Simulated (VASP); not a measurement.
AlN: electric field gradients with LDA

AlN:

```
CELL_PARAMETERS angstrom
0.00000 2.01679 2.01679
2.01679 0.00000 2.01679
2.01679 2.01679 0.00000
ATOMIC_POSITIONS crystal
Al 0.00000 0.00000 0.00000
N 0.50000 0.50000 0.50000
```

This cell differs from its parent crystal: volume scaled by 1.06.

- Program: VASP 6.6.1
- Task: electric field gradients
- Functional: LDA
- Potentials or basis: VASP PAW LDA potentials, release 64 (Al, N)
- Cutoff: 520 eV
- k mesh: 10 × 10 × 10
- Occupations: fermi-dirac, width 0.02 eV
- Spin: no spin polarisation
- Dipole correction: no
- Further INCAR settings: ALGO = Normal; EDIFF = 1e-08; NBANDS = 11

The pressure is -3.9 GPa and the band gap on the k mesh is 4.53 eV, indirect (least direct gap 5.88 eV).

Levels at points of the mesh, in eV from the valence-band top:
```tsv
k point	band 1	band 2	band 3	band 4	band 5	band 6	band 7	band 8	band 9
(0.00, 0.00, 0.00)	-17.47	0.00	0.00	0.00	5.88	12.05	12.05	12.05	17.29
(0.50, 0.00, 0.00)	-14.10	-8.39	-1.09	-1.09	6.17	10.86	10.86	13.23	15.95
(0.50, 0.50, 0.00)	-13.08	-7.46	-2.83	-2.83	4.53	5.18	13.98	17.10	17.10
```

Run time: 3 s on 1 thread of Intel(R) Xeon(R) 6975P-C (Granite Rapids) (shared host), peak memory 0.12 GiB.

Caveat: without QUAD_EFG the Cq values of the log hold for a quadrupole moment of 1 mb, not for the nuclei. A k mesh can miss the band edges.
